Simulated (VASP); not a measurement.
The system is Ba3C.

```
Ba C
1.0
     4.90236    0.00000    0.00000
     0.00000    4.90236    0.00000
     0.00000    0.00000    4.90236
Ba C
3 1
Direct
  0.00000 0.50000 0.50000
  0.50000 0.00000 0.50000
  0.50000 0.50000 0.00000
  0.00000 0.00000 0.00000
```

* Program: VASP 6.6.1
* Task: relaxation of cell and atoms
* Functional: PBE
* Potentials or basis: VASP PAW PBE potentials, release 64 (Ba_sv, C)
* Cutoff: 600 eV
* k mesh: 10 × 10 × 10
* Occupations: gaussian, width 0.1 eV
* Spin: no spin polarisation

At the start: pressure 3.6 GPa; volume 29.45 Å³/atom.

**Question.** How do energy, volume and symmetry change on relaxing?

**Answer.** Over 4 steps the energy falls by 45.3 meV/atom and the volume is 34.06 Å³/atom (+15.6 %); space group Pm-3m (No. 221, to 0.1 Å) before and after.

The path:
| step | energy change (eV) | largest force (eV/Å) | pressure (GPa) | volume (Å³) |
| --- | --- | --- | --- | --- |
| 1 | 0.0000 | 0.0000 | 3.63 | 117.82 |
| 2 | -0.1613 | 0.0000 | 1.00 | 129.56 |
| 3 | -0.1796 | 0.0000 | -0.22 | 137.80 |
| 4 | -0.1811 | 0.0000 | -0.02 | 136.23 |

Final structure:
```xyz
4
Lattice="5.1455 0.0000 0.0000 0.0000 5.1455 0.0000 0.0000 0.0000 5.1455" Properties=species:S:1:pos:R:3 pbc="T T T"
Ba    0.0000    2.5727    2.5727
Ba    2.5727    0.0000    2.5727
Ba    2.5727    2.5727    0.0000
C     0.0000    0.0000    0.0000
```

Caveat: the volume moved by over 15 % at a fixed basis, so the end points are rough.
